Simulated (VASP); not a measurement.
# AuI3 (Pm-3m) in VASP: single point with r2SCAN+U

Aim: the single point of AuI3 with r2SCAN+U.

Program: VASP 6.6.1. These are calculated values, not measurements. Logs are shortened: lines on timing, memory, paths and dates and some standing lists are left out, and cuts for length are marked.

## 1. The cell of the first run

The structure is cubic, space group Pm-3m (No. 221). The conventional cell has a = 6.140 Å, b = 6.140 Å, c = 6.140 Å, α = 90.00°, β = 90.00°, γ = 90.00°. Within 4.0 Å of Au (site symmetry m-3m) lie 6 I at 3.07 Å. Within 4.0 Å of I (site symmetry 4/mmm) lie 2 Au at 3.07 Å.

## 2. Single point, r2SCAN+U, collinear spin, zero start

Contents of POSCAR:

```
AuI3
1.0
    6.1403985300      0.0000000000      0.0000000000
    0.0000000000      6.1403985300      0.0000000000
    0.0000000000      0.0000000000      6.1403985300
Au I
1 3
Direct
    0.0000000000      0.0000000000      0.0000000000
    0.5000000000      0.0000000000      0.0000000000
    0.0000000000      0.0000000000      0.5000000000
    0.0000000000      0.5000000000      0.0000000000
```

Contents of INCAR.step1:

```
SYSTEM = AuI3
PREC     = Accurate       ! precision mode
ENCUT    = 520            ! plane-wave cutoff, eV
ISMEAR   = 0              ! smearing method
SIGMA    = 0.05           ! smearing width, eV
LREAL    = .False.        ! projectors in reciprocal space
LASPH    = .True.         ! aspherical terms in the spheres
NELM     = 150            ! most SCF steps
ISPIN    = 2              ! spin polarisation
MAGMOM   = 0 0 0 0        ! initial moments
LMAXMIX  = 4              ! l up to which the mixer works
LDAU     = .True.         ! DFT+U
LDAUTYPE = 2            
LDAUL    = 2 -1           ! shell
LDAUU    = 4 0            ! U, eV
LDAUJ    = 0 0          
NBANDS   = 28             ! bands
GGA      = PE             ! functional
ALGO     = Normal         ! electronic algorithm
EDIFF    = 1E-4           ! SCF threshold, eV
LWAVE    = .True.         ! write WAVECAR
LCHARG   = .False.        ! write CHGCAR
```

Contents of INCAR.step2:

```
SYSTEM = AuI3
PREC     = Accurate       ! precision mode
ENCUT    = 520            ! plane-wave cutoff, eV
EDIFF    = 1E-6           ! SCF threshold, eV
ISMEAR   = 0              ! smearing method
SIGMA    = 0.05           ! smearing width, eV
LREAL    = .False.        ! projectors in reciprocal space
LASPH    = .True.         ! aspherical terms in the spheres
NELM     = 150            ! most SCF steps
ALGO     = Normal         ! electronic algorithm
ISIF     = 2              ! what is computed and relaxed
LWAVE    = .False.        ! write WAVECAR
LCHARG   = .False.        ! write CHGCAR
ISPIN    = 2              ! spin polarisation
MAGMOM   = 0 0 0 0        ! initial moments
LORBIT   = 11             ! projections on sites
LMAXMIX  = 4              ! l up to which the mixer works
LDAU     = .True.         ! DFT+U
LDAUTYPE = 2            
LDAUL    = 2 -1           ! shell
LDAUU    = 4 0            ! U, eV
LDAUJ    = 0 0          
LDAUPRINT= 1            
METAGGA  = R2SCAN         ! meta-GGA
LMIXTAU  = .True.       
NBANDS   = 28             ! bands
ISTART   = 1
```

Contents of KPOINTS:

```
regular mesh
0
Gamma
  3 3 3
  0 0 0
```

Potentials or basis: VASP PAW PBE potentials, release 64 (Au, I).

On the command line:

```bash
$ cat potpaw_PBE.64/Au/POTCAR potpaw_PBE.64/I/POTCAR > POTCAR
$ cp INCAR.step1 INCAR
$ mpirun -np 1 vasp_std > vasp.out
$ cp INCAR.step2 INCAR
$ mpirun -np 1 vasp_std > vasp.out
```

OUTCAR:

```text
SYSTEM = AuI3
   PREC = Accurate
   ENCUT = 520
   EDIFF = 1E-6
   ISMEAR = 0
   LREAL = .False.
   LASPH = .True.
   NELM = 150
   ISIF = 2
   ISPIN = 2
   LORBIT = 11
   METAGGA = R2SCAN
   ISTART = 1

 ion  position               nearest neighbor table
   1  0.000  0.000  0.000-   2 3.07   3 3.07   4 3.07   3 3.07   4 3.07   2 3.07
   2  0.500  0.000  0.000-   1 3.07   1 3.07
   3  0.000  0.000  0.500-   1 3.07   1 3.07
   4  0.000  0.500  0.000-   1 3.07   1 3.07

  LATTYP: Found a simple cubic cell.
 ALAT       =     6.1403985300

  Lattice vectors:

 A1 = (   6.1403985300,   0.0000000000,   0.0000000000)
 A2 = (   0.0000000000,   6.1403985300,   0.0000000000)
 A3 = (   0.0000000000,   0.0000000000,   6.1403985300)

Analysis of symmetry for initial positions (statically):
=====================================================================
 Subroutine PRICEL returns:
 Original cell was already a primitive cell.

 Routine SETGRP: Setting up the symmetry group for a
 simple cubic supercell.

 Subroutine GETGRP returns: Found 48 space group operations
 (whereof 48 operations were pure point group operations)
 out of a pool of 48 trial point group operations.

The static configuration has the point symmetry O_h .

Analysis of symmetry for dynamics (positions and initial velocities):
=====================================================================
 Subroutine PRICEL returns:
 Original cell was already a primitive cell.

 Routine SETGRP: Setting up the symmetry group for a
 simple cubic supercell.

 Subroutine GETGRP returns: Found 48 space group operations
 (whereof 48 operations were pure point group operations)
 out of a pool of 48 trial point group operations.

The dynamic configuration has the point symmetry O_h .

Analysis of structural, dynamic, and magnetic symmetry:
=====================================================================
 Subroutine PRICEL returns:
 Original cell was already a primitive cell.

 Routine SETGRP: Setting up the symmetry group for a
 simple cubic supercell.

 Subroutine GETGRP returns: Found 48 space group operations
 (whereof 48 operations were pure point group operations)
 out of a pool of 48 trial point group operations.

The overall configuration has the point symmetry O_h .

 Subroutine INISYM returns: Found 48 space group operations
 (whereof 48 operations are pure point group operations),
 and found     1 'primitive' translations

----------------------------------------------------------------------------------------

                                     Primitive cell

  volume of cell :     231.5206

  direct lattice vectors                    reciprocal lattice vectors
     6.140398530  0.000000000  0.000000000     0.162855879  0.000000000  0.000000000
     0.000000000  6.140398530  0.000000000     0.000000000  0.162855879  0.000000000
     0.000000000  0.000000000  6.140398530     0.000000000  0.000000000  0.162855879

  length of vectors
     6.140398530  6.140398530  6.140398530     0.162855879  0.162855879  0.162855879

  position of ions in fractional coordinates (direct lattice)
     0.000000000  0.000000000  0.000000000
     0.500000000  0.000000000  0.000000000
     0.000000000  0.000000000  0.500000000
     0.000000000  0.500000000  0.000000000

  ion indices of the primitive-cell ions
   primitive index   ion index
                 1           1
                 2           2
                 3           3
                 4           4

----------------------------------------------------------------------------------------

 KPOINTS: regular mesh

Automatic generation of k-mesh.
 Grid dimensions read from file:
 generate k-points for:    3    3    3

 Generating k-lattice:

[... 59 lines left out ...]
     AMIX     =   0.40;   BMIX     =  1.00
     AMIX_MAG =   1.60;   BMIX_MAG =  1.00
  volume/ion in A,a.u.               =      57.88       390.59
  Fermi-wavevector in a.u.,A,eV,Ry     =   0.846438  1.599535  9.747983  0.716457
  Thomas-Fermi vector in A             =   1.961785
   LORBIT       =     11    0 simple, 1 ext, 2 COOP (PROOUT), +10 PAW based schemes
 LDA+U is selected, type is set to LDAUTYPE =  2
   angular momentum for each species LDAUL =     2   -1
   U (eV)           for each species LDAUU =   4.0  0.0
   J (eV)           for each species LDAUJ =   0.0  0.0
   METAGGA = R2SCAN    functional components
   LHFCALC =     F    Hartree Fock is set to
   AEXX    =    0.0000 exact exchange contribution
   IVDW    =     0    specifies the selected vdW correction
   LEPSILON=     F    determine dielectric tensor
   LRPA    =     F    only Hartree local field effects (RPA)
 spin polarized calculation
 Gauss-broadening in eV      SIGMA  =   0.05
  energy-cutoff  :      520.00
  volume of cell :      231.52
 maximum number of plane-waves:      6254
 NGX is ok and might be reduce to    48
   NGX = 23   NGY = 23   NGZ = 23

 number of electron      31.9999996 magnetization       0.0000000

atom =   1  type =  1  l = 2

 onsite density matrix

spin component  1

  0.9271  0.0000  0.0000  0.0000  0.0000
  0.0000  0.9271  0.0000  0.0000  0.0000
  0.0000  0.0000  0.8515  0.0000 -0.0000
  0.0000  0.0000  0.0000  0.9271 -0.0000
  0.0000  0.0000 -0.0000 -0.0000  0.8515

spin component  2

  0.9271  0.0000  0.0000  0.0000 -0.0000
  0.0000  0.9271  0.0000  0.0000  0.0000
  0.0000  0.0000  0.8515  0.0000 -0.0000
  0.0000  0.0000  0.0000  0.9271 -0.0000
 -0.0000  0.0000 -0.0000 -0.0000  0.8515

 occupancies and eigenvectors

  o =  0.8515  v =  0.0000 -0.0000  0.0001  0.0000  1.0000  0.0000  0.0000  0.0000  0.0000  0.0000      0.0000  0.0000  0.0000  0.0000  0.0000  0.0000  0.0000  0.0000  0.0000  0.0000
  o =  0.8515  v =  0.0000 -0.0000 -1.0000 -0.0000  0.0001  0.0000  0.0000  0.0000  0.0000  0.0000      0.0000  0.0000  0.0000  0.0000  0.0000  0.0000  0.0000  0.0000  0.0000  0.0000
  o =  0.8515  v =  0.0000  0.0000  0.0000  0.0000  0.0000  0.0000 -0.0000  0.0102  0.0000  0.9999      0.0000  0.0000  0.0000  0.0000  0.0000  0.0000  0.0000  0.0000  0.0000  0.0000
  o =  0.8515  v =  0.0000  0.0000  0.0000  0.0000  0.0000  0.0000  0.0000 -0.9999 -0.0000  0.0102      0.0000  0.0000  0.0000  0.0000  0.0000  0.0000  0.0000  0.0000  0.0000  0.0000
  o =  0.9271  v =  1.0000  0.0000  0.0000  0.0000  0.0000  0.0000  0.0000  0.0000  0.0000  0.0000      0.0000  0.0000  0.0000  0.0000  0.0000  0.0000  0.0000  0.0000  0.0000  0.0000
  o =  0.9271  v =  0.0000 -0.0228  0.0000 -0.9997  0.0000  0.0000  0.0000  0.0000  0.0000  0.0000      0.0000  0.0000  0.0000  0.0000  0.0000  0.0000  0.0000  0.0000  0.0000  0.0000
  o =  0.9271  v =  0.0000 -0.9997  0.0000  0.0228 -0.0000  0.0000  0.0000  0.0000  0.0000  0.0000      0.0000  0.0000  0.0000  0.0000  0.0000  0.0000  0.0000  0.0000  0.0000  0.0000
  o =  0.9271  v =  0.0000  0.0000  0.0000  0.0000  0.0000  1.0000  0.0000  0.0000  0.0000  0.0000      0.0000  0.0000  0.0000  0.0000  0.0000  0.0000  0.0000  0.0000  0.0000  0.0000
  o =  0.9271  v =  0.0000  0.0000  0.0000  0.0000  0.0000  0.0000 -0.9997 -0.0000  0.0226 -0.0000      0.0000  0.0000  0.0000  0.0000  0.0000  0.0000  0.0000  0.0000  0.0000  0.0000
  o =  0.9271  v =  0.0000  0.0000  0.0000  0.0000  0.0000  0.0000 -0.0226  0.0000 -0.9997  0.0000      0.0000  0.0000  0.0000  0.0000  0.0000  0.0000  0.0000  0.0000  0.0000  0.0000

 number of electron      31.9999996 magnetization      -0.0000001

 Free energy of the ion-electron system (eV)
  ---------------------------------------------------
  ext. energy  EPLUGINS =         0.00000000
  ---------------------------------------------------
  free energy    TOTEN  =      -120.98069131 eV

  energy without entropy =     -120.97804068  energy(sigma->0) =     -120.97936600

 E-fermi :  -1.0370     XC(G=0):  -6.6882

 val. band max:       -1.0588481841   @ k =   0.0000   0.0000   0.0000
 cond. band min:      -0.9612804330   @ k =   0.3333   0.3333   0.3333
 fundamental gap:      0.0975677510
 Fermi energy:        -1.0370463345

 spin component 1

 k-point     1 :       0.0000    0.0000    0.0000
  band No.  band energies     occupation
      1     -13.0787      1.00000
      2     -12.6203      1.00000
      3     -12.6203      1.00000
      4      -5.1944      1.00000
      5      -5.1944      1.00000
      6      -5.1944      1.00000
[... 113 lines left out ...]
     27       8.5843      0.00000
     28       9.1954      0.00000
 Fermi energy:        -1.0370463345

 spin component 2

 k-point     1 :       0.0000    0.0000    0.0000
  band No.  band energies     occupation
      1     -13.0787      1.00000
      2     -12.6203      1.00000
      3     -12.6203      1.00000
      4      -5.1944      1.00000
      5      -5.1944      1.00000
      6      -5.1944      1.00000
[... 113 lines left out ...]
     27       8.5843      0.00000
     28       9.1955      0.00000

------------------------ aborting loop because EDIFF is reached ----------------------------------------

  FORCE on cell =-STRESS in cart. coord.  units (eV):
  Direction    XX          YY          ZZ          XY          YZ          ZX
  --------------------------------------------------------------------------------------
  -------------------------------------------------------------------------------------
  Total       -5.5991466     -5.5991466     -5.5991466      0.0000000      0.0000000      0.0000000
  in kB      -38.7474155    -38.7474155    -38.7474155      0.0000000      0.0000000      0.0000000
  external PRESSURE =     -38.7474155 kB  Pullay stress =       0.0000000 kB

 VOLUME and BASIS-vectors are now :
 -----------------------------------------------------------------------------
  energy-cutoff  :      520.00
  volume of cell :      231.52
      direct lattice vectors                 reciprocal lattice vectors
     6.140398530  0.000000000  0.000000000     0.162855879  0.000000000  0.000000000
     0.000000000  6.140398530  0.000000000     0.000000000  0.162855879  0.000000000
     0.000000000  0.000000000  6.140398530     0.000000000  0.000000000  0.162855879

 POSITION                                       TOTAL-FORCE (eV/Angst)
 -----------------------------------------------------------------------------------
      0.00000      0.00000      0.00000         0.000000      0.000000      0.000000
      3.07020      0.00000      0.00000         0.000000      0.000000      0.000000
      0.00000      0.00000      3.07020         0.000000      0.000000      0.000000
      0.00000      3.07020      0.00000         0.000000      0.000000      0.000000
 -----------------------------------------------------------------------------------
    total drift:                                0.000000     -0.000000      0.000000

  FREE ENERGIE OF THE ION-ELECTRON SYSTEM (eV)
  ---------------------------------------------------
  free  energy   TOTEN  =      -120.9806913132 eV

  energy  without entropy=     -120.9780406783  energy(sigma->0) =     -120.97936600

 total charge

# of ion       s       p       d       tot
------------------------------------------
    1        0.448   0.155   8.929   9.531
    2        1.529   2.665   0.010   4.203
    3        1.529   2.665   0.010   4.203
    4        1.529   2.665   0.010   4.203
--------------------------------------------------
tot          5.033   8.150   8.958  22.141

 magnetization (x)

# of ion       s       p       d       tot
------------------------------------------
    1        0.000  -0.000  -0.000   0.000
    2        0.000   0.000   0.000   0.000
    3        0.000   0.000   0.000   0.000
    4        0.000   0.000   0.000   0.000
--------------------------------------------------
tot          0.000   0.000  -0.000   0.000
```

It took 5.8 min on 1 thread of Intel Xeon 8259CL, shared host; peak memory 0.46 GiB.

Results:

| Quantity | Value |
| --- | --- |
| Free energy | -120.9807 eV |
| Pressure | -3.9 GPa |
| Band gap on the k mesh | zero (filled and empty bands overlap) |
| Net moment | 0.00 μB per cell |
| Valence electrons inside the program's atomic spheres | Au 9.53; I 4.20 |

Eigenvalues of the final occupation matrices:
```tsv
site	spin	trace	eigenvalues
site 1 d	1	4.48	0.85 0.85 0.93 0.93 0.93
site 1 d	2	4.48	0.85 0.85 0.93 0.93 0.93
```

Caveat: the cell stands under tension; the PAW data sets were made with another functional, which shifts forces and pressure a little; spin-orbit coupling is left out, which moves the levels of the heavy elements.
